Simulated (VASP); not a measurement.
# WC (P-6m2) in VASP: relaxation of cell and atoms with PBE+D3(BJ)

Aim: the relaxation of cell and atoms of WC with PBE+D3(BJ).

All numbers are computed with VASP 6.6.1; they aren't measurements. Logs are shortened: lines on timing, memory, paths and dates and some standing lists are left out, and cuts for length are marked.

**1. The cell of the first run**

It takes space group P-6m2 (No. 187, hexagonal). Conventional cell: a = 2.901 Å, b = 2.901 Å, c = 2.829 Å, α = 90.00°, β = 90.00°, γ = 120.00°. Within 3.0 Å of W (site symmetry -6m2) lie 6 C at 2.19 Å and 8 W at 2.83 to 2.90 Å. Within 3.0 Å of C (site symmetry -6m2) lie 6 W at 2.19 Å and 8 C at 2.83 to 2.90 Å.

**2. Relaxation of cell and atoms, PBE+D3(BJ)**

Input file INCAR:

```
ALGO     = Normal         # electronic algorithm
EDIFF    = 1E-6           # SCF threshold, eV
EDIFFG   = -0.005         # ionic threshold
ENCUT    = 600            # plane-wave cutoff, eV
GGA      = PE             # functional
IBRION   = 2              # ionic algorithm
ISIF     = 3              # what is computed and relaxed
ISMEAR   = 0              # smearing method
IVDW     = 12             # dispersion correction
LASPH    = T              # aspherical terms in the spheres
LCHARG   = F              # write CHGCAR
LREAL    = F              # projectors in reciprocal space
LWAVE    = F              # write WAVECAR
NELM     = 100            # most SCF steps
NSW      = 100            # ionic steps
PREC     = Accurate       # precision mode
SIGMA    = 0.1            # smearing width, eV
```

Input file KPOINTS:

```
k-points
0
Gamma
  18 18 14
```

Input file POSCAR:

```
WC
1.0
    2.9005014360      0.0000000000      0.0000000000
   -1.4502507180      2.5119079273      0.0000000000
    0.0000000000      0.0000000000      2.8290000000
W C
1 1
Direct
    0.0000000000      0.0000000000      0.0000000000
    0.6666666667      0.3333333333      0.5000000000
```

Potentials or basis: VASP PAW PBE potentials, release 64 (W_sv, C).

Launch:

```
cat potpaw_PBE.64/W_sv/POTCAR potpaw_PBE.64/C/POTCAR > POTCAR
mpirun -np 1 vasp_std > vasp.out
```

OUTCAR:

```text
EDIFF = 1E-6
   EDIFFG = -0.005
   ENCUT = 600
   GGA = PE
   IBRION = 2
   ISIF = 3
   ISMEAR = 0
   IVDW = 12
   LASPH = T
   LREAL = F
   NELM = 100
   NSW = 100
   PREC = Accurate
 IVDW          = 12

 ion  position               nearest neighbor table
   1  0.000  0.000  0.000-   2 2.19   2 2.19   2 2.19   2 2.19   2 2.19   2 2.19
   2  0.667  0.333  0.500-   1 2.19   1 2.19   1 2.19   1 2.19   1 2.19   1 2.19

  LATTYP: Found a hexagonal cell.
 ALAT       =     2.9005014360
 C/A-ratio  =     0.9753485949

  Lattice vectors:

 A1 = (   2.9005014360,   0.0000000000,   0.0000000000)
 A2 = (  -1.4502507180,   2.5119079273,   0.0000000000)
 A3 = (   0.0000000000,   0.0000000000,   2.8290000000)

Analysis of symmetry for initial positions (statically):
=====================================================================
 Subroutine PRICEL returns:
 Original cell was already a primitive cell.

 Routine SETGRP: Setting up the symmetry group for a
 hexagonal supercell.

 Subroutine GETGRP returns: Found 12 space group operations
 (whereof 12 operations were pure point group operations)
 out of a pool of 24 trial point group operations.

The static configuration has the point symmetry D_3h.

Analysis of symmetry for dynamics (positions and initial velocities):
=====================================================================
 Subroutine PRICEL returns:
 Original cell was already a primitive cell.

 Routine SETGRP: Setting up the symmetry group for a
 hexagonal supercell.

 Subroutine GETGRP returns: Found 12 space group operations
 (whereof 12 operations were pure point group operations)
 out of a pool of 24 trial point group operations.

The dynamic configuration has the point symmetry D_3h.

 Subroutine INISYM returns: Found 12 space group operations
 (whereof 12 operations are pure point group operations),
 and found     1 'primitive' translations

----------------------------------------------------------------------------------------

                                     Primitive cell

  volume of cell :      20.6115

  direct lattice vectors                    reciprocal lattice vectors
     2.900501436  0.000000000  0.000000000     0.344767973  0.199051882  0.000000000
    -1.450250718  2.511907927  0.000000000     0.000000000  0.398103764  0.000000000
     0.000000000  0.000000000  2.829000000     0.000000000  0.000000000  0.353481796

  length of vectors
     2.900501436  2.900501436  2.829000000     0.398103764  0.398103764  0.353481796

  position of ions in fractional coordinates (direct lattice)
     0.000000000  0.000000000  0.000000000
     0.666666667  0.333333333  0.500000000

  ion indices of the primitive-cell ions
   primitive index   ion index
                 1           1
                 2           2

[... 73 lines left out ...]
   EDIFFG = -.5E-02   stopping-criterion for IOM
   NSW    =    100    number of steps for IOM
   IBRION =      2    ionic relax: 0-MD 1-quasi-New 2-CG
   NFREE  =      1    steps in history (QN), initial steepest desc. (CG)
   ISIF   =      3    stress and relaxation
   ISYM   =      2    0-nonsym 1-usesym 2-fastsym
   POTIM  = 0.5000    time-step for ionic-motion
   TEBEG  =    0.0;   TEEND  =   0.0 temperature during run
   PSTRESS=    0.0 pullay stress
   NELECT =      18.0000    total number of electrons
   NUPDOWN=      -1.0000    fix difference up-down
   EMIN   =  10.00;   EMAX   =-10.00  energy-range for DOS
   EFERMI =   0.00;   METHOD = LEGACY
   ISMEAR =     0;   SIGMA  =   0.10  broadening in eV -4-tet -1-fermi 0-gaus
   EFERMI_NEDOS =   21; number of points for ismear=-14 and -15
   IALGO  =     38    algorithm
   IMIX   =      4    mixing-type and parameters
     AMIX     =   0.40;   BMIX     =  1.00
     AMIX_MAG =   1.60;   BMIX_MAG =  1.00
  volume/ion in A,a.u.               =      10.31        69.55
  Fermi-wavevector in a.u.,A,eV,Ry     =   1.564813  2.957068 33.315762  2.448639
  Thomas-Fermi vector in A             =   2.667381
   LORBIT       =      0    0 simple, 1 ext, 2 COOP (PROOUT), +10 PAW based schemes
   GGA     = PE    functional components
   LHFCALC =     F    Hartree Fock is set to
   AEXX    =    0.0000 exact exchange contribution
   IVDW    =    12    specifies the selected vdW correction
   LEPSILON=     F    determine dielectric tensor
   LRPA    =     F    only Hartree local field effects (RPA)
 conjugate gradient relaxation of ions
 non-spin polarized calculation
 Gauss-broadening in eV      SIGMA  =   0.10
  energy-cutoff  :      600.00
  volume of cell :       20.61
 maximum number of plane-waves:       702
 NGX is ok and might be reduce to    24
   NGX = 11   NGY = 11   NGZ = 11

--------------------------------------- Ionic step        1  -------------------------------------------

 number of electron      18.0000001 magnetization

 Free energy of the ion-electron system (eV)
  ---------------------------------------------------
  ext. energy  EPLUGINS =         0.00000000
  ---------------------------------------------------
  free energy    TOTEN  =       -22.43633150 eV

  energy without entropy =      -22.43502585  energy(sigma->0) =      -22.43567868

------------------------ aborting loop because EDIFF is reached ----------------------------------------

 Edisp (eV)   -0.93014

 E8    (eV) :    -0.4265
[... 71 lines left out ...]
--------------------------------------- Ionic step        3  -------------------------------------------

 number of electron      18.0000000 magnetization

 Free energy of the ion-electron system (eV)
  ---------------------------------------------------
  ext. energy  EPLUGINS =         0.00000000
  ---------------------------------------------------
  free energy    TOTEN  =       -22.44182386 eV

  energy without entropy =      -22.44050108  energy(sigma->0) =      -22.44116247

 E-fermi :  11.0960     XC(G=0): -13.8098

 val. band max:       11.0615954736   @ k =   0.1111   0.0000   0.3571
 cond. band min:      11.1036868177   @ k =   0.4444  -0.0000   0.5000
 fundamental gap:      0.0420913441
 Fermi energy:        11.0960460077

 k-point     1 :       0.0000    0.0000    0.0000
  band No.  band energies     occupation
      1     -62.8959      2.00000
      2     -26.8757      2.00000
      3     -26.7743      2.00000
      4     -26.7743      2.00000
      5      -3.3597      2.00000
      6       6.7814      2.00000
      7       7.7659      2.00000
      8       7.7659      2.00000
      9      11.1896      0.18566
     10      14.3475      0.00000
     11      14.3475      0.00000
     12      16.7370      0.00000
     13      16.7370      0.00000
[... 354 lines left out ...]
  band No.  band energies     occupation
      1     -62.8371      2.00000
      2     -27.5417      2.00000
      3     -27.0214      2.00000
      4     -26.7635      2.00000
      5       0.0219      2.00000
      6       4.2264      2.00000
      7       7.4895      2.00000
      8       7.5826      2.00000
      9      10.6050      2.00000
     10      12.9334      0.00000
     11      14.6742      0.00000
     12      15.9282      0.00000
     13      18.6449      0.00000

 [... further k-points ...]

------------------------ aborting loop because EDIFF is reached ----------------------------------------

 Edisp (eV)   -0.92534

 E8    (eV) :    -0.4242
[... 25 lines left out ...]
  FREE ENERGIE OF THE ION-ELECTRON SYSTEM (eV)
  ---------------------------------------------------
  free  energy   TOTEN  =       -23.3671663176 eV

  energy  without entropy=      -23.3658435355  energy(sigma->0) =      -23.36650493

 reached required accuracy - stopping structural energy minimisation
```

OSZICAR:

```text
N       E                     dE             d eps       ncg     rms          rms(c)
DAV:   1     0.122691158081E+03    0.12269E+03   -0.10779E+04  7696   0.171E+03
DAV:   2    -0.211266940940E+02   -0.14382E+03   -0.13992E+03  8786   0.410E+02
[... 22 lines left out ...]
DAV:   1    -0.224699858111E+02   -0.20330E-01   -0.69540E-01  7841   0.123E+01    0.249E+00
DAV:   2    -0.224460439561E+02    0.23942E-01   -0.59938E-02  7926   0.317E+00    0.507E-01
DAV:   3    -0.224424260688E+02    0.36179E-02   -0.64640E-03  8371   0.755E-01    0.166E-01
DAV:   4    -0.224418129364E+02    0.61313E-03   -0.16814E-03  8496   0.469E-01    0.200E-01
DAV:   5    -0.224418282498E+02   -0.15313E-04   -0.12203E-04  8741   0.128E-01    0.180E-02
DAV:   6    -0.224418242898E+02    0.39600E-05   -0.19256E-05  8811   0.351E-02    0.174E-03
DAV:   7    -0.224418238572E+02    0.43261E-06   -0.78988E-07  4078   0.977E-03
   3 F= -.23367166E+02 E0= -.23366505E+02  d E =-.695914E-03
```

CONTCAR:

```text
WC
   1.00000000000000
     2.9045362067122116    0.0000000000000000    0.0000000000000000
    -1.4522681033561058    2.5154021412352652   -0.0000000000000000
    -0.0000000000000000    0.0000000000000000    2.8353444104506762
  W               C
     1     1
Direct
     0.0000000000000000    1.0000000000000000    1.0000000000000000
     0.6666666667000030    0.3333333332999970    0.5000000000000000

  0.00000000E+00  0.00000000E+00  0.00000000E+00
  0.00000000E+00  0.00000000E+00  0.00000000E+00
```

Wall time 3.2 min (1 thread of Intel Xeon 8259CL, shared host); peak memory 0.25 GiB.

Results:

```yaml
Free_energy: -23.3672 eV
Relaxed_volume: 10.36 Å³/atom
Relaxed_cell: a = 2.905 Å, b = 2.905 Å, c = 2.835 Å, α = 90.00°, β = 90.00°, γ = 120.00°
Space_group_after_relaxing_to_0.1_Å: P-6m2 (No. 187)
Energy_gained_by_relaxing: 0.3 meV/atom
Ionic_steps: 3
Pressure_after_relaxing: 0.0 GPa
Band_gap_on_the_k_mesh: zero (bands 9 and 10 overlap by 1.21 eV)
Dispersion_energy_per_atom: -0.463 eV
```

Step by step:
```csv
step,energy change (eV),largest force (eV/Å),pressure (GPa),volume (Å³)
1,0.0000,0.0000,2.06,20.61
2,0.0048,0.0000,-5.62,21.01
3,-0.0007,0.0000,0.00,20.72
```

Final structure:
```
CELL_PARAMETERS angstrom
2.90454 0.00000 0.00000
-1.45227 2.51540 0.00000
0.00000 0.00000 2.83534
ATOMIC_POSITIONS crystal
W 0.00000 0.00000 0.00000
C 0.66667 0.33333 0.50000
```

Levels at points of the mesh, in eV from the Fermi level:
```
           k point  band 5  band 6  band 7  band 8  band 9  band 10  band 11  band 12  band 13
(0.00, 0.00, 0.00)  -14.46   -4.31   -3.33   -3.33    0.09     3.25     3.25     5.64     5.64
(0.50, 0.00, 0.00)  -11.10   -7.03   -3.62   -3.57   -0.46     2.36     4.55     4.91     6.88
(0.00, 0.00, 0.50)  -10.42   -8.66   -2.01   -2.01   -0.58    -0.58     3.68     4.54     4.54
(0.50, 0.00, 0.50)  -11.30   -6.46   -4.31   -4.19    0.29     4.45     5.33     6.66     9.21
```

Caveat: spin-orbit coupling is left out, which moves the levels of the heavy elements.

The gap in the log of VASP goes by the Fermi energy; the results here count the filled bands.